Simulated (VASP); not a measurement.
# SiSbTe3 (Pm-3m) in VASP: notebook, part 2 of 2

VASP 6.6.1. The steps go on from the part before.

## 4. Single point, PBE

This run uses another cell than the first one, of 26.98 Å³/atom, 0.727 times its volume.

File INCAR:

```
  PREC = Accurate
  ENCUT = 520
  EDIFF = 1E-6
  ISMEAR = 0
  SIGMA = 0.1
  LREAL = F
  LASPH = T
  NELM = 100
  ALGO = Normal
  ISIF = 2
  LWAVE = F
  LCHARG = F
  GGA = PE
  NBANDS = 22
```

File KPOINTS:

```
regular mesh
0
Gamma
  4 4 4
```

File POSCAR:

```
SiSbTe3
1.0
    5.1289166200      0.0000000000      0.0000000000
    0.0000000000      5.1289166200      0.0000000000
    0.0000000000      0.0000000000      5.1289166200
Si Sb Te
1 1 3
Direct
    0.0000000000      0.0000000000      0.0000000000
    0.5000000000      0.5000000000      0.5000000000
    0.0000000000      0.5000000000      0.5000000000
    0.5000000000      0.5000000000      0.0000000000
    0.5000000000      0.0000000000      0.5000000000
```

Potentials or basis: VASP PAW PBE potentials, release 64 (Si, Sb, Te).

Launch:

```bash
> cat potpaw_PBE.64/Si/POTCAR potpaw_PBE.64/Sb/POTCAR potpaw_PBE.64/Te/POTCAR > POTCAR
> mpirun -np 1 vasp_std > vasp.out
```

OUTCAR:

```text
PREC = Accurate
   ENCUT = 520
   EDIFF = 1E-6
   ISMEAR = 0
   LREAL = F
   LASPH = T
   NELM = 100
   ISIF = 2
   GGA = PE

 ion  position               nearest neighbor table
   1  0.000  0.000  0.000-
   2  0.500  0.500  0.500-   3 2.56   4 2.56   5 2.56   4 2.56   5 2.56   3 2.56
   3  0.000  0.500  0.500-   2 2.56   2 2.56   5 3.63   4 3.63   5 3.63   4 3.63   4 3.63   5 3.63
                             4 3.63   5 3.63
   4  0.500  0.500  0.000-   2 2.56   2 2.56   5 3.63   3 3.63   3 3.63   5 3.63   5 3.63   5 3.63
                             3 3.63   3 3.63
   5  0.500  0.000  0.500-   2 2.56   2 2.56   4 3.63   4 3.63   3 3.63   3 3.63   4 3.63   4 3.63
                             3 3.63   3 3.63

  LATTYP: Found a simple cubic cell.
 ALAT       =     5.1289166200

  Lattice vectors:

 A1 = (   5.1289166200,   0.0000000000,   0.0000000000)
 A2 = (   0.0000000000,   5.1289166200,   0.0000000000)
 A3 = (   0.0000000000,   0.0000000000,   5.1289166200)

Analysis of symmetry for initial positions (statically):
=====================================================================
 Subroutine PRICEL returns:
 Original cell was already a primitive cell.

 Routine SETGRP: Setting up the symmetry group for a
 simple cubic supercell.

 Subroutine GETGRP returns: Found 48 space group operations
[... 9 lines left out ...]

 Routine SETGRP: Setting up the symmetry group for a
 simple cubic supercell.

 Subroutine GETGRP returns: Found 48 space group operations
[... 11 lines left out ...]
                                     Primitive cell

  volume of cell :     134.9202

  direct lattice vectors                    reciprocal lattice vectors
     5.128916620  0.000000000  0.000000000     0.194972949  0.000000000  0.000000000
     0.000000000  5.128916620  0.000000000     0.000000000  0.194972949  0.000000000
     0.000000000  0.000000000  5.128916620     0.000000000  0.000000000  0.194972949

  length of vectors
     5.128916620  5.128916620  5.128916620     0.194972949  0.194972949  0.194972949
[... 90 lines left out ...]
   IMIX   =      4    mixing-type and parameters
     AMIX     =   0.40;   BMIX     =  1.00
     AMIX_MAG =   1.60;   BMIX_MAG =  1.00
  volume/ion in A,a.u.               =      26.98       182.10
  Fermi-wavevector in a.u.,A,eV,Ry     =   0.957570  1.809545 12.475725  0.916940
  Thomas-Fermi vector in A             =   2.086600
   LORBIT       =      0    0 simple, 1 ext, 2 COOP (PROOUT), +10 PAW based schemes
   GGA     = PE    functional components
   LHFCALC =     F    Hartree Fock is set to
   AEXX    =    0.0000 exact exchange contribution
   IVDW    =     0    specifies the selected vdW correction
   LEPSILON=     F    determine dielectric tensor
   LRPA    =     F    only Hartree local field effects (RPA)
 non-spin polarized calculation
 Gauss-broadening in eV      SIGMA  =   0.10
  energy-cutoff  :      520.00
  volume of cell :      134.92
 maximum number of plane-waves:      3695
 NGX is ok and might be reduce to    40
   NGX = 19   NGY = 19   NGZ = 19

 number of electron      26.9999999 magnetization

 Free energy of the ion-electron system (eV)
  ---------------------------------------------------
  ext. energy  EPLUGINS =         0.00000000
  ---------------------------------------------------
  free energy    TOTEN  =       -11.53032958 eV

  energy without entropy =      -11.49754606  energy(sigma->0) =      -11.51393782

 E-fermi :   7.4333     XC(G=0):  -9.7632

 val. band max:        7.4256673737   @ k =   0.5000   0.2500   0.2500
 cond. band min:       7.4409092776   @ k =   0.5000   0.2500   0.0000
 fundamental gap:      0.0152419039
 Fermi energy:         7.4333354421

 k-point     1 :       0.0000    0.0000    0.0000
  band No.  band energies     occupation
      1      -7.8674      2.00000
      2      -3.0415      2.00000
      3      -3.0415      2.00000
      4      -0.0201      2.00000
      5       0.0324      2.00000
      6       0.0324      2.00000
[... 239 lines left out ...]
     21      13.3795      0.00000
     22      13.3795      0.00000

------------------------ aborting loop because EDIFF is reached ----------------------------------------

  FORCE on cell =-STRESS in cart. coord.  units (eV):
  Direction    XX          YY          ZZ          XY          YZ          ZX
  --------------------------------------------------------------------------------------
  -------------------------------------------------------------------------------------
  Total       18.8985653     18.8985653     18.8985653      0.0000000     -0.0000000      0.0000000
  in kB      224.4204872    224.4204872    224.4204872      0.0000000     -0.0000000      0.0000000
  external PRESSURE =     224.4204872 kB  Pullay stress =       0.0000000 kB

 VOLUME and BASIS-vectors are now :
 -----------------------------------------------------------------------------
  energy-cutoff  :      520.00
  volume of cell :      134.92
      direct lattice vectors                 reciprocal lattice vectors
     5.128916620  0.000000000  0.000000000     0.194972949  0.000000000  0.000000000
     0.000000000  5.128916620  0.000000000     0.000000000  0.194972949  0.000000000
     0.000000000  0.000000000  5.128916620     0.000000000  0.000000000  0.194972949

 POSITION                                       TOTAL-FORCE (eV/Angst)
 -----------------------------------------------------------------------------------
      0.00000      0.00000      0.00000         0.000000      0.000000      0.000000
      2.56446      2.56446      2.56446         0.000000      0.000000      0.000000
      0.00000      2.56446      2.56446         0.000000      0.000000      0.000000
      2.56446      2.56446      0.00000         0.000000      0.000000      0.000000
      2.56446      0.00000      2.56446         0.000000      0.000000      0.000000
 -----------------------------------------------------------------------------------
    total drift:                                0.000000     -0.000000     -0.000000

  FREE ENERGIE OF THE ION-ELECTRON SYSTEM (eV)
  ---------------------------------------------------
  free  energy   TOTEN  =       -11.5303295754 eV

  energy  without entropy=      -11.4975460626  energy(sigma->0) =      -11.51393782
```

stdout:

```text
POSCAR found type information on POSCAR SiSbTe
 POSCAR found :  3 types and       5 ions
 scaLAPACK will be used
 LDA part: xc-table for (Slater+PW92), standard interpolation
 POSCAR, INCAR and KPOINTS ok, starting setup
 FFT: planning ... GRIDC
 FFT: planning ... GRID_SOFT
 FFT: planning ... GRID
 WAVECAR not read
 entering main loop
```

Run time: 23 s. Hardware: 1 thread of Intel Xeon Platinum 8259CL at 2.50GHz (Skylake/Cascade Lake), shared host; peak memory 0.25 GiB.

What came out:

```
Free energy : -11.5303 eV
Pressure    : 22.4 GPa
```

Caveat: spin-orbit coupling is left out, which moves the levels of the heavy elements.

## 5. Summary

| task | cell | k mesh | cutoff (eV) | gap on the mesh (eV) | pressure (GPa) |
| --- | --- | --- | --- | --- | --- |
| single point | a = 5.705 Å, 5 atoms | 8 × 8 × 8 | 520 | none | 0.0 |
| relaxation of cell and atoms | relaxed from a = 5.705 Å, 5 atoms | 8 × 8 × 8 | 600 | none | 0.0 |
| single point | a = 5.129 Å, 5 atoms | 4 × 4 × 4 | 520 | none | 22.4 |

Alike in all rows: level PBE; potentials or basis VASP PAW PBE potentials, release 64 (Si, Sb, Te); no spin polarisation; smearing gaussian 0.1 eV.

Caveats: spin-orbit coupling is left out, which moves the levels of the heavy elements; the relaxation stopped at its first step, so nothing moved (some runs).

Total energies depend on the potentials used, so only differences within one code and one set of settings carry meaning.
